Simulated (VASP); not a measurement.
Here is a VASP 6.6.1 calculation.

File INCAR:

```
SYSTEM = Cu
PREC     = Accurate       ! precision mode
ENCUT    = 520            ! plane-wave cutoff, eV
EDIFF    = 1E-7           ! SCF threshold, eV
ISMEAR   = 0              ! smearing method
SIGMA    = 0.15           ! smearing width, eV
LREAL    = .FALSE.        ! projectors in reciprocal space
LASPH    = .TRUE.         ! aspherical terms in the spheres
NELM     = 60             ! most SCF steps
ALGO     = Fast           ! electronic algorithm
ISIF     = 2              ! what is computed and relaxed
LWAVE    = .FALSE.        ! write WAVECAR
LCHARG   = .FALSE.        ! write CHGCAR
GGA      = PS             ! functional
NBANDS   = 54             ! bands
```

KPOINTS

```
Automatic mesh
0
G
  12 12 12
  0 0 0
```

POSCAR

```
Cu
1.0
    3.6150000000      0.0000000000      3.6150000000
    0.0000000000     -3.6150000000      3.6150000000
    3.6150000000     -3.6150000000      0.0000000000
Cu
8
Direct
   -0.0663900415     -0.0663900415      0.5663900415
    0.0000000000      0.5000000000      0.5000000000
    0.5000000000      0.0000000000      0.5000000000
    0.5000000000      0.5000000000      0.5000000000
    0.0000000000      0.0000000000      0.0000000000
    0.0000000000      0.5000000000      0.0000000000
    0.5000000000      0.0000000000      0.0000000000
    0.5000000000      0.5000000000      0.0000000000
```

Potentials or basis: VASP PAW PBE potentials, release 64 (Cu).

Command:

```console
$ cat potpaw_PBE.64/Cu/POTCAR > POTCAR
$ mpirun -np 1 vasp_std > vasp.out
```

(1) Predict the pressure.

(2) Predict the band gap on the k mesh.

(3) What does it give for the largest force?

Answers

(1) -0.9 GPa.

(2) zero (band 44 reaches 8.23 eV, above the bottom of band 45 at 6.65 eV).

(3) 3.646 eV/Å.

Caveat: the cell differs from its parent crystal (atom 1 (Cu) moved +0.480 Å towards its neighbour atom 8 (Cu) at 3.615 Å); the PAW data sets were made with another functional, which shifts forces and pressure a little.
